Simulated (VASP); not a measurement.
# Re in VASP: a series of runs

The runs below take Re through single point, with LDA.

Everything below comes from runs of VASP 6.6.1. Logs are shortened: lines on timing, memory, paths and dates and some standing lists are left out, and cuts for length are marked.

## 1. The cell of the first run

The structure is cubic, space group Fm-3m (No. 225). The conventional cell has a = 3.897 Å, b = 3.897 Å, c = 3.897 Å, α = 90.00°, β = 90.00°, γ = 90.00°. Within 3.6 Å of Re (site symmetry m-3m) lie 12 Re at 2.76 Å.

This isn't the form of Re at room conditions, which is hcp.

## 2. Single point, LDA (14.79 Å³/atom)

Input file INCAR:

```
PREC     = Accurate       # precision mode
ENCUT    = 520            # plane-wave cutoff, eV
EDIFF    = 1E-7           # SCF threshold, eV
ISMEAR   = -1             # smearing method
SIGMA    = 0.03           # smearing width, eV
LREAL    = False          # projectors in reciprocal space
LASPH    = True           # aspherical terms in the spheres
NELM     = 60             # most SCF steps
ALGO     = Normal         # electronic algorithm
ISIF     = 2              # what is computed and relaxed
LWAVE    = False          # write WAVECAR
LCHARG   = False          # write CHGCAR
NBANDS   = 10             # bands
```

Input file KPOINTS:

```
regular mesh
0
Gamma
  14 14 14
```

Input file POSCAR:

```
Re
1.0
    0.0000000000      1.9483075387      1.9483075387
    1.9483075387      0.0000000000      1.9483075387
    1.9483075387      1.9483075387      0.0000000000
Re
1
Direct
    0.0000000000      0.0000000000      0.0000000000
```

Potentials or basis: VASP PAW LDA potentials, release 64 (Re).

On the command line:

```
$ cat potpaw_LDA.64/Re/POTCAR > POTCAR
$ mpirun -np 1 vasp_std > vasp.out
```

OUTCAR:

```text
PREC = Accurate
   ENCUT = 520
   EDIFF = 1E-7
   ISMEAR = -1
   LREAL = False
   LASPH = True
   NELM = 60
   ISIF = 2

 ion  position               nearest neighbor table
   1  0.000  0.000  0.000-

  LATTYP: Found a face centered cubic cell.
 ALAT       =     3.8966150774

  Lattice vectors:

 A1 = (   0.0000000000,   1.9483075387,   1.9483075387)
 A2 = (   1.9483075387,   0.0000000000,   1.9483075387)
 A3 = (   1.9483075387,   1.9483075387,   0.0000000000)

Analysis of symmetry for initial positions (statically):
=====================================================================
 Subroutine PRICEL returns:
 Original cell was already a primitive cell.

 Routine SETGRP: Setting up the symmetry group for a
 face centered cubic supercell.

 Subroutine GETGRP returns: Found 48 space group operations
 (whereof 48 operations were pure point group operations)
 out of a pool of 48 trial point group operations.

The static configuration has the point symmetry O_h .

Analysis of symmetry for dynamics (positions and initial velocities):
=====================================================================
 Subroutine PRICEL returns:
 Original cell was already a primitive cell.

 Routine SETGRP: Setting up the symmetry group for a
 face centered cubic supercell.

 Subroutine GETGRP returns: Found 48 space group operations
 (whereof 48 operations were pure point group operations)
 out of a pool of 48 trial point group operations.

The dynamic configuration has the point symmetry O_h .

 Subroutine INISYM returns: Found 48 space group operations
 (whereof 48 operations are pure point group operations),
 and found     1 'primitive' translations

----------------------------------------------------------------------------------------

                                     Primitive cell

  volume of cell :      14.7912

  direct lattice vectors                    reciprocal lattice vectors
     0.000000000  1.948307539  1.948307539    -0.256632996  0.256632996  0.256632996
     1.948307539  0.000000000  1.948307539     0.256632996 -0.256632996  0.256632996
     1.948307539  1.948307539  0.000000000     0.256632996  0.256632996 -0.256632996

  length of vectors
     2.755322945  2.755322945  2.755322945     0.444501387  0.444501387  0.444501387

  position of ions in fractional coordinates (direct lattice)
     0.000000000  0.000000000  0.000000000

  ion indices of the primitive-cell ions
   primitive index   ion index
                 1           1

----------------------------------------------------------------------------------------

 KPOINTS: regular mesh

Automatic generation of k-mesh.
 Grid dimensions read from file:
 generate k-points for:   14   14   14

 Generating k-lattice:

  Cartesian coordinates                     Fractional coordinates (reciprocal lattice)
    -0.018330928  0.018330928  0.018330928     0.071428571  0.000000000  0.000000000
     0.018330928 -0.018330928  0.018330928     0.000000000  0.071428571  0.000000000
     0.018330928  0.018330928 -0.018330928     0.000000000  0.000000000  0.071428571

  Length of vectors
     0.031750099  0.031750099  0.031750099

  Shift w.r.t. Gamma in fractional coordinates (k-lattice)
     0.000000000  0.000000000  0.000000000

 Subroutine IBZKPT returns following result:
 ===========================================

 Found    104 irreducible k-points:

 Following reciprocal coordinates:
            Coordinates               Weight
  0.000000  0.000000  0.000000      1.000000
  0.071429  0.000000  0.000000      8.000000
  0.142857  0.000000  0.000000      8.000000
  0.214286  0.000000  0.000000      8.000000
  0.285714  0.000000  0.000000      8.000000
  0.357143  0.000000  0.000000      8.000000
[... 16 lines left out ...]
  0.214286  0.142857  0.000000     24.000000
  0.285714  0.142857  0.000000     24.000000
 [... further k-points ...]
   k-points           NKPTS =    104   k-points in BZ     NKDIM =    104   number of bands    NBANDS=     10
   number of dos      NEDOS =    301   number of ions     NIONS =      1
   total plane-waves  NPLWV =   8000
   dimension x,y,z NGX =    20 NGY =   20 NGZ =   20
   dimension x,y,z NGXF=    40 NGYF=   40 NGZF=   40
   ions per type =               1
   NGX,Y,Z   is equivalent  to a cutoff of  12.07, 12.07, 12.07 a.u.
   NGXF,Y,Z  is equivalent  to a cutoff of  24.13, 24.13, 24.13 a.u.
 SYSTEM =  unknown system
   PREC   = accura    normal or accurate (medium, high low for compatibility)
   ISTART =      0    job   : 0-new  1-cont  2-samecut
   ICHARG =      2    charge: 1-file 2-atom 10-const
   ISPIN  =      1    spin polarized calculation?
   LNONCOLLINEAR =      F non collinear calculations
   LSORBIT =      F    spin-orbit coupling
   LASPH  =      T    aspherical Exc in radial PAW
   ENCUT  =  520.0 eV  38.22 Ry    6.18 a.u.   5.12  5.12  5.12*2*pi/ulx,y,z
   NELM   =     60;   NELMIN=  2; NELMDL= -5     # of ELM steps
   EDIFF  = 0.1E-06   stopping-criterion for ELM
   LREAL  =      F    real-space projection
   EDIFFG = 0.1E-05   stopping-criterion for IOM
   NSW    =      0    number of steps for IOM
   IBRION =     -1    ionic relax: 0-MD 1-quasi-New 2-CG
   NFREE  =      0    steps in history (QN), initial steepest desc. (CG)
   ISIF   =      2    stress and relaxation
   ISYM   =      2    0-nonsym 1-usesym 2-fastsym
   POTIM  = 0.5000    time-step for ionic-motion
   TEBEG  =    0.0;   TEEND  =   0.0 temperature during run
   PSTRESS=    0.0 pullay stress
   NELECT =       7.0000    total number of electrons
   NUPDOWN=      -1.0000    fix difference up-down
   EMIN   =  10.00;   EMAX   =-10.00  energy-range for DOS
   EFERMI =   0.00;   METHOD = LEGACY
   ISMEAR =    -1;   SIGMA  =   0.03  broadening in eV -4-tet -1-fermi 0-gaus
   EFERMI_NEDOS =   21; number of points for ismear=-14 and -15
   IALGO  =     38    algorithm
   IMIX   =      4    mixing-type and parameters
     AMIX     =   0.40;   BMIX     =  1.00
     AMIX_MAG =   1.60;   BMIX_MAG =  1.00
  volume/ion in A,a.u.               =      14.79        99.82
  Fermi-wavevector in a.u.,A,eV,Ry     =   1.275773  2.410861 22.144791  1.627596
  Thomas-Fermi vector in A             =   2.408466
   LORBIT       =      0    0 simple, 1 ext, 2 COOP (PROOUT), +10 PAW based schemes
   GGA     = CA    functional components
   LHFCALC =     F    Hartree Fock is set to
   AEXX    =    0.0000 exact exchange contribution
   IVDW    =     0    specifies the selected vdW correction
   LEPSILON=     F    determine dielectric tensor
   LRPA    =     F    only Hartree local field effects (RPA)
 non-spin polarized calculation
  energy-cutoff  :      520.00
  volume of cell :       14.79
 maximum number of plane-waves:       411
   NGX = 11   NGY = 11   NGZ = 11

 number of electron       7.0000001 magnetization

 Free energy of the ion-electron system (eV)
  ---------------------------------------------------
  ext. energy  EPLUGINS =         0.00000000
  ---------------------------------------------------
  free energy    TOTEN  =       -13.67958540 eV

  energy without entropy =      -13.67632075  energy(sigma->0) =      -13.67795307

 E-fermi :   8.0284     XC(G=0): -13.8135

 val. band max:        8.0132331891   @ k =   0.3571   0.3571   0.0000
 cond. band min:       8.0289562165   @ k =   0.5000   0.3571   0.0000
 fundamental gap:      0.0157230274
 Fermi energy:         8.0283803729

 k-point     1 :       0.0000    0.0000    0.0000
  band No.  band energies     occupation
      1      -1.9763      2.00000
      2       6.1282      2.00000
      3       6.1282      2.00000
      4       6.1282      2.00000
      5       9.2799      0.00000
      6       9.2799      0.00000
      7      22.0112      0.00000
      8      27.5969      0.00000
      9      27.5969      0.00000
     10      27.5969      0.00000

 k-point     2 :       0.0714    0.0000    0.0000
  band No.  band energies     occupation
      1      -1.7403      2.00000
      2       5.9713      2.00000
      3       6.2381      2.00000
      4       6.2381      2.00000
      5       9.1927      0.00000
      6       9.1927      0.00000
      7      22.4677      0.00000
      8      26.4930      0.00000
      9      28.0288      0.00000
     10      28.0288      0.00000

 k-point     3 :       0.1429    0.0000    0.0000
  band No.  band energies     occupation
      1      -1.0772      2.00000
      2       5.6105      2.00000
      3       6.4909      2.00000
      4       6.4909      2.00000
      5       9.0485      0.00000
      6       9.0485      0.00000
      7      23.5384      0.00000
      8      24.8485      0.00000
      9      29.2603      0.00000
     10      29.2603      0.00000

 k-point     4 :       0.2143    0.0000    0.0000
  band No.  band energies     occupation
      1      -0.1490      2.00000
      2       5.3272      2.00000
      3       6.6358      2.00000
      4       6.6358      2.00000
      5       9.1777      0.00000
      6       9.1777      0.00000
      7      22.7411      0.00000
      8      25.4328      0.00000
      9      31.1227      0.00000
     10      31.1228      0.00000
[... 222 lines left out ...]
 k-point    22 :       0.1429    0.1429    0.0000
  band No.  band energies     occupation
      1      -0.7699      2.00000
      2       5.1174      2.00000
      3       6.8917      2.00000
      4       6.8917      2.00000
      5       8.0403      0.80367
      6       9.6863      0.00000
      7      24.3196      0.00000
      8      26.0893      0.00000
      9      28.1861      0.00000
     10      28.1861      0.00000

 k-point    23 :       0.2143    0.1429    0.0000
  band No.  band energies     occupation
      1      -0.0445      2.00000
      2       4.7065      2.00000
      3       6.9718      2.00000
      4       7.2459      2.00000
      5       7.9470      1.87554
      6       9.9148      0.00000
      7      25.0262      0.00000
      8      25.6888      0.00000
      9      28.5597      0.00000
     10      29.1056      0.00000

 k-point    24 :       0.2857    0.1429    0.0000
  band No.  band energies     occupation
      1       0.8666      2.00000
      2       4.4689      2.00000
      3       6.4076      2.00000
      4       7.3683      2.00000
      5       8.8468      0.00000
      6      10.3932      0.00000
      7      23.5136      0.00000
      8      26.6914      0.00000
      9      28.9427      0.00000
     10      29.4710      0.00000

 [... further k-points ...]
[... 5 lines left out ...]
  --------------------------------------------------------------------------------------
  -------------------------------------------------------------------------------------
  Total       -0.9004143     -0.9004143     -0.9004143      0.0000000     -0.0000000      0.0000000
  in kB      -97.5327440    -97.5327440    -97.5327440      0.0000000     -0.0000000      0.0000000
  external PRESSURE =     -97.5327440 kB  Pullay stress =       0.0000000 kB

 VOLUME and BASIS-vectors are now :
 -----------------------------------------------------------------------------
  energy-cutoff  :      520.00
  volume of cell :       14.79
      direct lattice vectors                 reciprocal lattice vectors
     0.000000000  1.948307539  1.948307539    -0.256632996  0.256632996  0.256632996
     1.948307539  0.000000000  1.948307539     0.256632996 -0.256632996  0.256632996
     1.948307539  1.948307539  0.000000000     0.256632996  0.256632996 -0.256632996

 POSITION                                       TOTAL-FORCE (eV/Angst)
 -----------------------------------------------------------------------------------
      0.00000      0.00000      0.00000         0.000000      0.000000      0.000000
 -----------------------------------------------------------------------------------
    total drift:                                0.000000      0.000000     -0.000000

  FREE ENERGIE OF THE ION-ELECTRON SYSTEM (eV)
  ---------------------------------------------------
  free  energy   TOTEN  =       -13.6795853955 eV

  energy  without entropy=      -13.6763207542  energy(sigma->0) =      -13.67795307
```

Run time: 13 s. Hardware: 1 thread of Intel Xeon 8259CL, shared host; peak memory 0.13 GiB.

What came out:

- Free energy: -13.6796 eV
- Pressure: -9.8 GPa
- Band gap on the k mesh: zero (an odd number of electrons rules out a gap without spin polarisation)

Caveat: the cell stands under tension; spin-orbit coupling is left out, which moves the levels of the heavy elements.

## 3. Single point, LDA (15.25 Å³/atom)

This run uses another cell than the first one, of 15.25 Å³/atom.

Input file INCAR:

```
SYSTEM = Re
PREC = Accurate ; ENCUT = 520
EDIFF = 1E-6 ; ISMEAR = -1
SIGMA = 0.03 ; LREAL = .False.
LASPH = .True. ; NELM = 100
ALGO = Normal ; ISIF = 2
LWAVE = .False. ; LCHARG = .True.
LELF = .True. ; LVHAR = .True.
NBANDS = 10
```

Input file KPOINTS:

```
regular mesh
0
Gamma
  14 14 14
  0 0 0
```

Input file POSCAR:

```
Re
1.0
    0.0000000000      1.9683945995      1.9683945995
    1.9683945995      0.0000000000      1.9683945995
    1.9683945995      1.9683945995      0.0000000000
Re
1
Direct
    0.0000000000      0.0000000000      0.0000000000
```

Potentials or basis: VASP PAW LDA potentials, release 64 (Re).

On the command line:

```
$ cat potpaw_LDA.64/Re/POTCAR > POTCAR
$ mpirun -np 1 vasp_std > vasp.out
```

Wall time 16 s (1 thread of Intel Xeon 8259CL, shared host); peak memory 0.14 GiB.

Results (log left out):

* Free energy: -13.6364 eV
* Pressure: -20.2 GPa
* Band gap on the k mesh: zero (an odd number of electrons rules out a gap without spin polarisation)

Levels at points of the mesh, in eV from the Fermi level:
```tsv
k point	band 2	band 3	band 4	band 5	band 6	band 7
(0.00, 0.00, 0.00)	-1.81	-1.81	-1.81	1.19	1.19	13.96
(0.50, 0.00, 0.00)	-2.01	-2.01	0.31	3.63	3.63	9.49
(0.50, 0.50, 0.00)	-5.65	2.79	3.56	4.34	4.34	12.07
```

Caveat: the cell stands under tension; spin-orbit coupling is left out, which moves the levels of the heavy elements.

[end of part 1 of 3]
